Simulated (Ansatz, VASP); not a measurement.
# GaP in VASP and in Ansatz

```
Ga P
1.0
     0.00000    2.69203    2.69203
     2.69203    0.00000    2.69203
     2.69203    2.69203    0.00000
Ga P
1 1
Cartesian
  0.0000 0.0000 0.0000
  1.3460 1.3460 1.3460
```

Alike in both runs: task single point; functional PBEsol; k mesh 8 × 8 × 8; no spin polarisation.

```csv
,VASP,Ansatz
version,VASP 6.6.1,Ansatz 0.2.0
potentials or method,"VASP PAW PBE potentials, release 64 (Ga_d, P), cutoff 500 eV","scalar-relativistic, plane waves, PAW"
occupations,"gaussian, width 0.01 eV",fixed
valence electrons in the cell,18,18
```

|  | VASP | Ansatz | Ansatz less VASP |
| --- | --- | --- | --- |
| gap on the k mesh at the Fermi level (eV) | 1.44 | 1.44 | -0.003 |
| least direct gap on the mesh (eV) | 2.05 | 2.05 | -0.008 |

VASP's potentials were made for PBE, not for PBEsol.
